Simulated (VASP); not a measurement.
Input of a VASP 6.6.1 run:

Contents of INCAR:

```
PREC = Accurate ; ENCUT = 520
EDIFF = 1E-6 ; ISMEAR = 0
SIGMA = 0.15 ; LREAL = F
LASPH = T ; NELM = 80
ALGO = Fast ; ISIF = 2
LWAVE = F ; LCHARG = T
GGA = PS ; LELF = T
LVHAR = T ; NBANDS = 11
```

Contents of KPOINTS:

```
regular mesh
0
Gamma
  22 22 22
```

Contents of POSCAR:

```
Pt
1.0
   -1.5366934000      1.5366934000      1.6317466000
    1.5366934000     -1.5366934000      1.6317466000
    1.5366934000      1.5366934000     -1.6317466000
Pt
1
Direct
    0.0000000000      0.0000000000      0.0000000000
```

Potentials or basis: VASP PAW PBE potentials, release 64 (Pt).

Run with:

```sh
$ cat potpaw_PBE.64/Pt/POTCAR > POTCAR
$ mpirun -np 1 vasp_std > vasp.out
```

(1) Estimate the pressure.

(2) Predict the band gap on the k mesh.

Answers

(1) -4.2 GPa.

(2) zero (bands 5 and 6 overlap by 2.25 eV).

Caveat: the cell differs from its parent crystal (strain -0.030 along x and y, +0.030 along z); the cell stands under tension; the PAW data sets were made with another functional, which shifts forces and pressure a little; spin-orbit coupling is left out, which moves the levels of the heavy elements.
